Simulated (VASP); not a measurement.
Input of a VASP 6.6.1 run:

INCAR

```
ALGO = Normal
EDIFF = 1E-7
ENCUT = 520
GGA = CA
ISIF = 2
ISMEAR = -1
LASPH = True
LCHARG = False
LREAL = False
LWAVE = False
NBANDS = 18
NELM = 100
PREC = Accurate
SIGMA = 0.1
```

KPOINTS

```
k-points
0
Gamma
  10 10 8
```

Contents of POSCAR:

```
ZnPt
1.0
    2.8252925524      0.0000000000      0.0000000000
    0.0000000000      2.8252925524      0.0000000000
    0.0000000000      0.0000000000      3.4625617524
Zn Pt
1 1
Direct
    0.5000000000      0.5000000000      0.5000000000
    0.0000000000      0.0000000000      0.0000000000
```

Potentials or basis: VASP PAW LDA potentials, release 64 (Zn, Pt).

The run is started by

```sh
$ cat potpaw_LDA.64/Zn/POTCAR potpaw_LDA.64/Pt/POTCAR > POTCAR
$ mpirun -np 1 vasp_std > vasp.out
```

Question: Predict the pressure.

Answer: -2.3 GPa.

Question: What does it give for the band gap on the k mesh?

Answer: Zero (bands 11 and 12 overlap by 4.56 eV).

Stress tensor (GPa, compression positive):
```
-2.31  0.00  0.00
 0.00 -2.31  0.00
 0.00  0.00 -2.23
```

Caveat: spin-orbit coupling is left out, which moves the levels of the heavy elements.
